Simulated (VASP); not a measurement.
A run of VASP 6.6.1 is set up as follows.

INCAR

```
  ALGO = Normal
  EDIFF = 1E-7
  ENCUT = 520
  ISIF = 2
  ISMEAR = 0
  LASPH = T
  LCHARG = F
  LREAL = F
  LUSENCCL = F
  LWAVE = F
  NBANDS = 64
  NELM = 100
  PREC = Accurate
  SIGMA = 0.02
```

KPOINTS

```
k-points
0
Gamma
  6 6 6
```

POSCAR

```
SnO2
1.0
    4.8572712889      0.0000000000      0.0000000000
    0.0000000000      5.8986812885      0.0000000000
    0.0000000000      0.0000000000      5.3522185641
Sn O
4 8
Direct
    0.5000000000      0.6614639755      0.7500000000
    0.0000000000      0.8385360245      0.2500000000
    0.5000000000      0.3385360245      0.2500000000
    0.0000000000      0.1614639755      0.7500000000
    0.7241233023      0.6125863811      0.0801659893
    0.2241233023      0.8874136189      0.9198340107
    0.7758766977      0.8874136189      0.5801659893
    0.2758766977      0.6125863811      0.4198340107
    0.7241233023      0.3874136189      0.5801659893
    0.2241233023      0.1125863811      0.4198340107
    0.7758766977      0.1125863811      0.0801659893
    0.2758766977      0.3874136189      0.9198340107
```

Potentials or basis: VASP PAW LDA potentials, release 64 (Sn_d, O).

Launch:

```console
$ cat potpaw_LDA.64/Sn_d/POTCAR potpaw_LDA.64/O/POTCAR > POTCAR
$ mpirun -np 1 vasp_std > vasp.out
```

(1) Predict the band gap on the k mesh.

(2) Predict the pressure.

Results:

(1) 0.51 eV, indirect (least direct gap 0.58 eV).

(2) -14.4 GPa.

Caveat: spin-orbit coupling is left out, which moves the levels of the heavy elements.
